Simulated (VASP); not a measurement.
**Nb: relaxation of cell and atoms with PBE**

The system is Nb.

```
Nb
1.0
    -1.40766    1.40766    1.40766
     1.40766   -1.40766    1.40766
     1.40766    1.40766   -1.40766
Nb
1
Cartesian
  0.0000 0.0000 0.0000
```

| Item | Value |
| --- | --- |
| Program | VASP 6.6.1 |
| Task | relaxation of cell and atoms |
| Functional | PBE |
| Potentials or basis | VASP PAW PBE potentials, release 64 (Nb_sv) |
| Cutoff | 600 eV |
| k mesh | 19 × 19 × 19 |
| Occupations | fermi-dirac, width 0.1 eV |
| Spin | no spin polarisation |
| Target pressure | 200 GPa |
| Dipole correction | no |
| Further INCAR settings | ALGO = Normal; EDIFF = 1e-06; IBRION = 2; EDIFFG = -0.005; NSW = 60; ISIF = 3 |

The relaxed volume is 11.17 Å³/atom. The relaxed cell is a = 2.439 Å, b = 2.439 Å, c = 2.439 Å, α = 109.47°, β = 109.47°, γ = 109.47°, the space group after relaxing (to 0.1 Å) is Im-3m (No. 229) and the energy change on relaxing (the run minimises the enthalpy) is -20.3 meV/atom. The ionic steps are 3 and the pressure after relaxing is 200.0 GPa. The band gap on the k mesh is zero (an odd number of electrons rules out a gap without spin polarisation).

Step by step:
```tsv
step	energy change (eV)	largest force (eV/Å)	pressure (GPa)	volume (Å³)
1	0.0000	0.0000	201.19	11.16
2	-0.1645	0.0000	191.66	11.29
3	-0.0203	0.0000	199.98	11.17
```

Final structure:
```xyz
1
Lattice="-1.4083 1.4083 1.4083 1.4083 -1.4083 1.4083 1.4083 1.4083 -1.4083" Properties=species:S:1:pos:R:3 pbc="T T T"
Nb    0.0000    0.0000    0.0000
```

Levels at points of the mesh, in eV from the Fermi level:
| k point | band 2 | band 3 | band 4 | band 5 | band 6 | band 7 | band 8 | band 9 | band 10 |
| --- | --- | --- | --- | --- | --- | --- | --- | --- | --- |
| (0.00, 0.00, 0.00) | -28.34 | -28.34 | -28.34 | -6.08 | -0.65 | -0.65 | -0.65 | 4.13 | 4.13 |

It took 29 s on 1 thread of Intel(R) Xeon(R) 6975P-C (Granite Rapids) (shared host), peak memory 0.15 GiB.

Caveat: the cell is relaxed towards a set pressure, so the run minimises the enthalpy, not the energy.
